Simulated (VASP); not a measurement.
Runs of VASP 6.6.1 on GaN. The structure is that of space group P-6m2 (No. 187), or close to it. The cells are those of the table. 

```tsv
level	cell	k mesh	grid for exact exchange (PRECFOCK)	gap on the mesh (eV)	pressure (GPa)
HF	a = 2.917, b = 2.917, c = 2.634 Å, angles 90.0, 90.0, 120.0°, 2 atoms	5 × 5 × 5	Normal	8.26	1.4
PBE	a = 2.940, b = 2.940, c = 2.647 Å, angles 90.0, 90.0, 120.0°, 2 atoms	10 × 10 × 10	-	none	8.5
PBE	a = 3.039, b = 3.039, c = 2.736 Å, angles 90.0, 90.0, 120.0°, 2 atoms	10 × 10 × 10	-	none	-8.2
PBE	a = 2.981, b = 2.981, c = 2.683 Å, angles 90.0, 90.0, 120.0°, 2 atoms	10 × 10 × 10	-	none	(b)
PBE	a = 2.920, b = 2.920, c = 2.629 Å, angles 90.0, 90.0, 120.0°, 2 atoms	10 × 10 × 10	-	none	(c)
PBE	a = 3.020, b = 3.020, c = 2.719 Å, angles 90.0, 90.0, 120.0°, 2 atoms	10 × 10 × 10	-	none	(a)
PBE	a = 2.961, b = 2.961, c = 2.665 Å, angles 90.0, 90.0, 120.0°, 2 atoms	10 × 10 × 10	-	none	4.4
```

Alike in all rows: task single point; potentials or basis VASP PAW PBE potentials, release 64 (Ga_d, N); no spin polarisation; cutoff (eV) 520; smearing fermi-dirac 0.05 eV.

Estimate the missing entries.

(a) -5.6; (b) 0.7; (c) 13.1.

Caveats: some runs use coarse meshes; the PAW data sets were made with another functional, which shifts forces and pressure a little (some runs).

A k mesh can miss the band edges, and the runs leave out spin-orbit coupling on Ga.

A gap of «none» marks levels without a gap at the run's occupations.
